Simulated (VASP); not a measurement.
# HfCuSi3 (Pm-3m) in VASP: a series of runs

Runs on HfCuSi3. Level: PBE. Tasks: single point.

Everything below comes from runs of VASP 6.6.1. Logs are shortened: lines on timing, memory, paths and dates and some standing lists are left out, and cuts for length are marked.

### 1 The cell of the first run

It takes space group Pm-3m (No. 221, cubic). The conventional cell has a = 4.179 Å, b = 4.179 Å, c = 4.179 Å, α = 90.00°, β = 90.00°, γ = 90.00°. Hf (site symmetry m-3m) has 12 Si at 2.96 Å and 8 Cu at 3.62 Å within 3.9 Å. Within 2.8 Å of Si (site symmetry 4/mmm) lie 2 Cu at 2.09 Å. Cu (site symmetry m-3m) has 6 Si at 2.09 Å within 2.8 Å.

### 2 Single point, PBE

Input file INCAR:

```
SYSTEM = HfCuSi3
PREC = Accurate ; ENCUT = 520
EDIFF = 1E-6 ; ISMEAR = 0
SIGMA = 0.1 ; LREAL = .FALSE.
LASPH = .TRUE. ; NELM = 80
ALGO = Normal ; ISIF = 2
LWAVE = .FALSE. ; LCHARG = .TRUE.
GGA = PE ; LELF = .TRUE.
LVHAR = .TRUE. ; NBANDS = 24
```

Input file KPOINTS:

```
Automatic mesh
0
G
  4 4 4
  0 0 0
```

Input file POSCAR:

```
HfCuSi3
1.0
    4.1793958999      0.0000000000      0.0000000000
    0.0000000000      4.1793958999      0.0000000000
    0.0000000000      0.0000000000      4.1793958999
Hf Si Cu
1 3 1
Direct
    0.0000000000      0.0000000000      0.0000000000
    0.0000000000      0.5000000000      0.5000000000
    0.5000000000      0.0000000000      0.5000000000
    0.5000000000      0.5000000000      0.0000000000
    0.5000000000      0.5000000000      0.5000000000
```

Potentials or basis: VASP PAW PBE potentials, release 64 (Hf_pv, Si, Cu).

Run with:

```sh
$ cat potpaw_PBE.64/Hf_pv/POTCAR potpaw_PBE.64/Si/POTCAR potpaw_PBE.64/Cu/POTCAR > POTCAR
$ mpirun -np 1 vasp_std > vasp.out
```

OUTCAR:

```text
SYSTEM = HfCuSi3
   PREC = Accurate
   ENCUT = 520
   EDIFF = 1E-6
   ISMEAR = 0
   LREAL = .FALSE.
   LASPH = .TRUE.
   NELM = 80
   ISIF = 2
   GGA = PE

 ion  position               nearest neighbor table
   1  0.000  0.000  0.000-   2 2.96   3 2.96   4 2.96   2 2.96   3 2.96   2 2.96   4 2.96   2 2.96
                             3 2.96   4 2.96   3 2.96   4 2.96
   2  0.000  0.500  0.500-   5 2.09   5 2.09   4 2.96   1 2.96   1 2.96   4 2.96   1 2.96   3 2.96
                             1 2.96   3 2.96   4 2.96   3 2.96   4 2.96   3 2.96
   3  0.500  0.000  0.500-   5 2.09   5 2.09   4 2.96   1 2.96   1 2.96   4 2.96   2 2.96   4 2.96
                             2 2.96   4 2.96   1 2.96   2 2.96   1 2.96   2 2.96
   4  0.500  0.500  0.000-   5 2.09   5 2.09   3 2.96   1 2.96   2 2.96   3 2.96   2 2.96   1 2.96
                             3 2.96   3 2.96   1 2.96   2 2.96   2 2.96   1 2.96
   5  0.500  0.500  0.500-   2 2.09   3 2.09   4 2.09   4 2.09   3 2.09   2 2.09

  LATTYP: Found a simple cubic cell.
 ALAT       =     4.1793958999

  Lattice vectors:

 A1 = (   4.1793958999,   0.0000000000,   0.0000000000)
 A2 = (   0.0000000000,   4.1793958999,   0.0000000000)
 A3 = (   0.0000000000,   0.0000000000,   4.1793958999)

Analysis of symmetry for initial positions (statically):
=====================================================================
 Subroutine PRICEL returns:
 Original cell was already a primitive cell.

 Routine SETGRP: Setting up the symmetry group for a
 simple cubic supercell.

 Subroutine GETGRP returns: Found 48 space group operations
 (whereof 48 operations were pure point group operations)
 out of a pool of 48 trial point group operations.

The static configuration has the point symmetry O_h .

Analysis of symmetry for dynamics (positions and initial velocities):
=====================================================================
 Subroutine PRICEL returns:
 Original cell was already a primitive cell.

 Routine SETGRP: Setting up the symmetry group for a
 simple cubic supercell.

 Subroutine GETGRP returns: Found 48 space group operations
 (whereof 48 operations were pure point group operations)
 out of a pool of 48 trial point group operations.

The dynamic configuration has the point symmetry O_h .

 Subroutine INISYM returns: Found 48 space group operations
 (whereof 48 operations are pure point group operations),
 and found     1 'primitive' translations

----------------------------------------------------------------------------------------

                                     Primitive cell

  volume of cell :      73.0030

  direct lattice vectors                    reciprocal lattice vectors
     4.179395900  0.000000000  0.000000000     0.239269029  0.000000000  0.000000000
     0.000000000  4.179395900  0.000000000     0.000000000  0.239269029  0.000000000
     0.000000000  0.000000000  4.179395900     0.000000000  0.000000000  0.239269029

  length of vectors
     4.179395900  4.179395900  4.179395900     0.239269029  0.239269029  0.239269029

  position of ions in fractional coordinates (direct lattice)
     0.000000000  0.000000000  0.000000000
     0.000000000  0.500000000  0.500000000
     0.500000000  0.000000000  0.500000000
     0.500000000  0.500000000  0.000000000
     0.500000000  0.500000000  0.500000000

  ion indices of the primitive-cell ions
   primitive index   ion index
                 1           1
                 2           2
                 3           3
                 4           4
                 5           5

----------------------------------------------------------------------------------------

 KPOINTS: Automatic mesh

Automatic generation of k-mesh.
 Grid dimensions read from file:
 generate k-points for:    4    4    4

 Generating k-lattice:

  Cartesian coordinates                     Fractional coordinates (reciprocal lattice)
     0.059817257  0.000000000  0.000000000     0.250000000  0.000000000  0.000000000
     0.000000000  0.059817257  0.000000000     0.000000000  0.250000000  0.000000000
     0.000000000  0.000000000  0.059817257     0.000000000  0.000000000  0.250000000

  Length of vectors
     0.059817257  0.059817257  0.059817257

  Shift w.r.t. Gamma in fractional coordinates (k-lattice)
     0.000000000  0.000000000  0.000000000

 Subroutine IBZKPT returns following result:
 ===========================================

 Found     10 irreducible k-points:

 Following reciprocal coordinates:
            Coordinates               Weight
  0.000000  0.000000  0.000000      1.000000
  0.250000  0.000000  0.000000      6.000000
  0.500000  0.000000  0.000000      3.000000
  0.250000  0.250000  0.000000     12.000000
  0.500000  0.250000  0.000000     12.000000
  0.500000  0.500000  0.000000      3.000000
  0.250000  0.250000  0.250000      8.000000
  0.500000  0.250000  0.250000     12.000000
  0.500000  0.500000  0.250000      6.000000
  0.500000  0.500000  0.500000      1.000000
   k-points           NKPTS =     10   k-points in BZ     NKDIM =     10   number of bands    NBANDS=     24
   number of dos      NEDOS =    301   number of ions     NIONS =      5
   total plane-waves  NPLWV =  32768
   dimension x,y,z NGX =    32 NGY =   32 NGZ =   32
   dimension x,y,z NGXF=    64 NGYF=   64 NGZF=   64
   ions per type =               1   3   1
   NGX,Y,Z   is equivalent  to a cutoff of  12.73, 12.73, 12.73 a.u.
   NGXF,Y,Z  is equivalent  to a cutoff of  25.46, 25.46, 25.46 a.u.
 SYSTEM =  HfCuSi3
   PREC   = accura    normal or accurate (medium, high low for compatibility)
   ISTART =      0    job   : 0-new  1-cont  2-samecut
   ICHARG =      2    charge: 1-file 2-atom 10-const
   ISPIN  =      1    spin polarized calculation?
   LNONCOLLINEAR =      F non collinear calculations
   LSORBIT =      F    spin-orbit coupling
   LASPH  =      T    aspherical Exc in radial PAW
   ENCUT  =  520.0 eV  38.22 Ry    6.18 a.u.   7.77  7.77  7.77*2*pi/ulx,y,z
   NELM   =     80;   NELMIN=  2; NELMDL= -5     # of ELM steps
   EDIFF  = 0.1E-05   stopping-criterion for ELM
   LREAL  =      F    real-space projection
   EDIFFG = 0.1E-04   stopping-criterion for IOM
   NSW    =      0    number of steps for IOM
   IBRION =     -1    ionic relax: 0-MD 1-quasi-New 2-CG
   NFREE  =      0    steps in history (QN), initial steepest desc. (CG)
   ISIF   =      2    stress and relaxation
   ISYM   =      2    0-nonsym 1-usesym 2-fastsym
   POTIM  = 0.5000    time-step for ionic-motion
   TEBEG  =    0.0;   TEEND  =   0.0 temperature during run
   PSTRESS=    0.0 pullay stress
   NELECT =      33.0000    total number of electrons
   NUPDOWN=      -1.0000    fix difference up-down
   EMIN   =  10.00;   EMAX   =-10.00  energy-range for DOS
   EFERMI =   0.00;   METHOD = LEGACY
   ISMEAR =     0;   SIGMA  =   0.10  broadening in eV -4-tet -1-fermi 0-gaus
   EFERMI_NEDOS =   21; number of points for ismear=-14 and -15
   IALGO  =     38    algorithm
   IMIX   =      4    mixing-type and parameters
     AMIX     =   0.40;   BMIX     =  1.00
     AMIX_MAG =   1.60;   BMIX_MAG =  1.00
  volume/ion in A,a.u.               =      14.60        98.53
  Fermi-wavevector in a.u.,A,eV,Ry     =   1.256414  2.374277 21.477819  1.578575
  Thomas-Fermi vector in A             =   2.390123
   LORBIT       =      0    0 simple, 1 ext, 2 COOP (PROOUT), +10 PAW based schemes
   GGA     = PE    functional components
   LHFCALC =     F    Hartree Fock is set to
   AEXX    =    0.0000 exact exchange contribution
   IVDW    =     0    specifies the selected vdW correction
   LEPSILON=     F    determine dielectric tensor
   LRPA    =     F    only Hartree local field effects (RPA)
 non-spin polarized calculation
 Gauss-broadening in eV      SIGMA  =   0.10
  energy-cutoff  :      520.00
  volume of cell :       73.00
 maximum number of plane-waves:      1986
 NGX is ok and might be reduce to    32
   NGX = 15   NGY = 15   NGZ = 15

 number of electron      33.0000013 magnetization

 Free energy of the ion-electron system (eV)
  ---------------------------------------------------
  ext. energy  EPLUGINS =         0.00000000
  ---------------------------------------------------
  free energy    TOTEN  =       -25.45784034 eV

  energy without entropy =      -25.45025976  energy(sigma->0) =      -25.45405005

 E-fermi :   9.5713     XC(G=0): -11.6497

 val. band max:        9.4296006336   @ k =   0.2500   0.2500   0.2500
 cond. band min:       9.6500939620   @ k =   0.5000   0.5000   0.2500
 fundamental gap:      0.2204933284
 Fermi energy:         9.5713425715

 k-point     1 :       0.0000    0.0000    0.0000
  band No.  band energies     occupation
      1     -22.1089      2.00000
      2     -22.1089      2.00000
      3     -22.1089      2.00000
      4      -4.1503      2.00000
      5       1.0174      2.00000
      6       1.0174      2.00000
[... 16 lines left out ...]
     23      11.6657      0.00000
     24      12.9920      0.00000

 k-point     2 :       0.2500    0.0000    0.0000
  band No.  band energies     occupation
      1     -22.1234      2.00000
      2     -22.1076      2.00000
      3     -22.1076      2.00000
      4      -3.6282      2.00000
      5       0.3462      2.00000
      6       1.1668      2.00000
[... 16 lines left out ...]
     23      12.8340      0.00000
     24      13.0735      0.00000

 k-point     3 :       0.5000    0.0000    0.0000
  band No.  band energies     occupation
      1     -22.1378      2.00000
      2     -22.1063      2.00000
      3     -22.1063      2.00000
      4      -2.6437      2.00000
      5      -1.1171      2.00000
      6       1.3315      2.00000
[... 16 lines left out ...]
     23      15.6840      0.00000
     24      15.7558      0.00000
[... 136 lines left out ...]
 k-point     9 :       0.5000    0.5000    0.2500
  band No.  band energies     occupation
      1     -22.1319      2.00000
      2     -22.1319      2.00000
      3     -22.1170      2.00000
      4      -1.0049      2.00000
      5       0.2915      2.00000
      6       0.2915      2.00000
[... 16 lines left out ...]
     23      14.4572      0.00000
     24      14.4572      0.00000

 k-point    10 :       0.5000    0.5000    0.5000
  band No.  band energies     occupation
      1     -22.1300      2.00000
      2     -22.1300      2.00000
      3     -22.1300      2.00000
      4       0.4591      2.00000
      5       0.4591      2.00000
      6       0.4591      2.00000
[... 16 lines left out ...]
     23      15.1349      0.00000
     24      15.1349      0.00000

------------------------ aborting loop because EDIFF is reached ----------------------------------------

  FORCE on cell =-STRESS in cart. coord.  units (eV):
  Direction    XX          YY          ZZ          XY          YZ          ZX
  --------------------------------------------------------------------------------------
  -------------------------------------------------------------------------------------
  Total       12.7752816     12.7752816     12.7752816      0.0000000      0.0000000     -0.0000000
  in kB      280.3758001    280.3758001    280.3758001      0.0000000      0.0000000     -0.0000000
  external PRESSURE =     280.3758001 kB  Pullay stress =       0.0000000 kB

 VOLUME and BASIS-vectors are now :
 -----------------------------------------------------------------------------
  energy-cutoff  :      520.00
  volume of cell :       73.00
      direct lattice vectors                 reciprocal lattice vectors
     4.179395900  0.000000000  0.000000000     0.239269029  0.000000000  0.000000000
     0.000000000  4.179395900  0.000000000     0.000000000  0.239269029  0.000000000
     0.000000000  0.000000000  4.179395900     0.000000000  0.000000000  0.239269029

 POSITION                                       TOTAL-FORCE (eV/Angst)
 -----------------------------------------------------------------------------------
      0.00000      0.00000      0.00000         0.000000      0.000000      0.000000
      0.00000      2.08970      2.08970         0.000000      0.000000      0.000000
      2.08970      0.00000      2.08970         0.000000      0.000000      0.000000
      2.08970      2.08970      0.00000         0.000000      0.000000      0.000000
      2.08970      2.08970      2.08970         0.000000      0.000000      0.000000
 -----------------------------------------------------------------------------------
    total drift:                                0.000000      0.000000     -0.000000

  FREE ENERGIE OF THE ION-ELECTRON SYSTEM (eV)
  ---------------------------------------------------
  free  energy   TOTEN  =       -25.4578403367 eV

  energy  without entropy=      -25.4502597604  energy(sigma->0) =      -25.45405005
```

It took 19 s on 1 thread of Intel Xeon Platinum 8259CL at 2.50GHz (Skylake/Cascade Lake), shared host; peak memory 0.19 GiB.

What came out:

```yaml
Free_energy: -25.4578 eV
Pressure: 28.0 GPa
Band_gap_on_the_k_mesh: zero (an odd number of electrons rules out a gap without spin polarisation)
```

Levels at points of the mesh, in eV from the Fermi level:
```tsv
k point	band 12	band 13	band 14	band 15	band 16	band 17	band 18	band 19	band 20	band 21
(0.00, 0.00, 0.00)	-5.35	-4.04	-4.04	-1.61	0.14	0.14	0.14	1.27	1.27	1.27
(0.50, 0.00, 0.00)	-5.14	-3.59	-2.42	-0.82	-0.79	-0.61	-0.61	0.33	0.89	0.89
(0.50, 0.50, 0.00)	-4.53	-3.33	-2.13	-2.13	-1.42	-0.25	-0.25	0.64	1.26	3.31
(0.50, 0.50, 0.50)	-6.96	-3.44	-3.44	-3.44	-1.45	1.76	1.76	2.50	2.50	2.50
```

Caveat: the k points lie up to 0.38 Å⁻¹ apart, too coarse for converged energies and pressures of a metal; spin-orbit coupling is left out, which moves the levels of the heavy elements.

### 3 Single point, PBE

This run uses another cell than the first one, of 17.71 Å³/atom.

Input file INCAR:

```
SYSTEM = HfCuSi3
PREC = Accurate
ENCUT = 520
EDIFF = 1E-6
ISMEAR = 0
SIGMA = 0.1
LREAL = .False.
LASPH = .True.
NELM = 60
ALGO = Normal
ISIF = 2
LWAVE = .False.
LCHARG = .False.
GGA = PE
NBANDS = 24
```

Input file KPOINTS:

```
Automatic mesh
0
Gamma
  4 4 4
  0 0 0
```

POSCAR, as its differences from that of step 2:

```diff
@@ -2,5 +2,5 @@
 1.0
-    4.1793958999      0.0000000000      0.0000000000
-    0.0000000000      4.1793958999      0.0000000000
-    0.0000000000      0.0000000000      4.1793958999
+    4.4571552628      0.0000000000      0.0000000000
+    0.0000000000      4.4571552628      0.0000000000
+    0.0000000000      0.0000000000      4.4571552628
 Hf Si Cu
```

Potentials or basis: VASP PAW PBE potentials, release 64 (Hf_pv, Si, Cu).

Run with:

```sh
$ cat potpaw_PBE.64/Hf_pv/POTCAR potpaw_PBE.64/Si/POTCAR potpaw_PBE.64/Cu/POTCAR > POTCAR
$ mpirun -np 1 vasp_std > vasp.out
```

OUTCAR:

```text
SYSTEM = HfCuSi3
   PREC = Accurate
   ENCUT = 520
   EDIFF = 1E-6
   ISMEAR = 0
   LREAL = .False.
   LASPH = .True.
   NELM = 60
   ISIF = 2
   GGA = PE

 ion  position               nearest neighbor table
   1  0.000  0.000  0.000-   2 3.15   3 3.15   4 3.15   2 3.15   3 3.15   2 3.15   4 3.15   2 3.15
                             3 3.15   4 3.15   3 3.15   4 3.15
   2  0.000  0.500  0.500-   5 2.23   5 2.23   1 3.15   1 3.15   1 3.15   1 3.15
   3  0.500  0.000  0.500-   5 2.23   5 2.23   1 3.15   1 3.15   1 3.15   1 3.15
   4  0.500  0.500  0.000-   5 2.23   5 2.23   1 3.15   1 3.15   1 3.15   1 3.15
   5  0.500  0.500  0.500-   2 2.23   3 2.23   4 2.23   4 2.23   3 2.23   2 2.23

  LATTYP: Found a simple cubic cell.
 ALAT       =     4.4571552628

  Lattice vectors:

 A1 = (   4.4571552628,   0.0000000000,   0.0000000000)
 A2 = (   0.0000000000,   4.4571552628,   0.0000000000)
 A3 = (   0.0000000000,   0.0000000000,   4.4571552628)

Analysis of symmetry for initial positions (statically):
=====================================================================
 Subroutine PRICEL returns:
 Original cell was already a primitive cell.

[... 164 lines left out ...]
 cond. band min:       7.2425830466   @ k =   0.2500   0.2500   0.0000
 fundamental gap:      0.1358619032
 Fermi energy:         7.1880710774

 k-point     1 :       0.0000    0.0000    0.0000
  band No.  band energies     occupation
      1     -24.8180      2.00000
      2     -24.8180      2.00000
      3     -24.8180      2.00000
      4      -4.8070      2.00000
      5      -0.1748      2.00000
      6      -0.1748      2.00000
[... 259 lines left out ...]
     23      11.9292      0.00000
     24      11.9292      0.00000

------------------------ aborting loop because EDIFF is reached ----------------------------------------

  FORCE on cell =-STRESS in cart. coord.  units (eV):
  Direction    XX          YY          ZZ          XY          YZ          ZX
  --------------------------------------------------------------------------------------
  -------------------------------------------------------------------------------------
  Total        0.0589706      0.0589706      0.0589706      0.0000000      0.0000000     -0.0000000
  in kB        1.0670213      1.0670213      1.0670213      0.0000000      0.0000000     -0.0000000
  external PRESSURE =       1.0670213 kB  Pullay stress =       0.0000000 kB

 VOLUME and BASIS-vectors are now :
 -----------------------------------------------------------------------------
  energy-cutoff  :      520.00
  volume of cell :       88.55
      direct lattice vectors                 reciprocal lattice vectors
     4.457155263  0.000000000  0.000000000     0.224358350  0.000000000  0.000000000
     0.000000000  4.457155263  0.000000000     0.000000000  0.224358350  0.000000000
     0.000000000  0.000000000  4.457155263     0.000000000  0.000000000  0.224358350

 POSITION                                       TOTAL-FORCE (eV/Angst)
 -----------------------------------------------------------------------------------
      0.00000      0.00000      0.00000         0.000000      0.000000      0.000000
      0.00000      2.22858      2.22858         0.000000      0.000000      0.000000
      2.22858      0.00000      2.22858         0.000000      0.000000      0.000000
      2.22858      2.22858      0.00000         0.000000      0.000000      0.000000
      2.22858      2.22858      2.22858         0.000000      0.000000      0.000000
 -----------------------------------------------------------------------------------
    total drift:                                0.000000      0.000000      0.000000

  FREE ENERGIE OF THE ION-ELECTRON SYSTEM (eV)
  ---------------------------------------------------
  free  energy   TOTEN  =       -26.6114167876 eV

  energy  without entropy=      -26.5938314445  energy(sigma->0) =      -26.60262412
```

It took 23 s on 1 thread of Intel Xeon Platinum 8259CL at 2.50GHz (Skylake/Cascade Lake), shared host; peak memory 0.21 GiB.

What came out:

- Free energy: -26.6114 eV
- Pressure: 0.1 GPa
- Band gap on the k mesh: zero (an odd number of electrons rules out a gap without spin polarisation)

Caveat: spin-orbit coupling is left out, which moves the levels of the heavy elements.
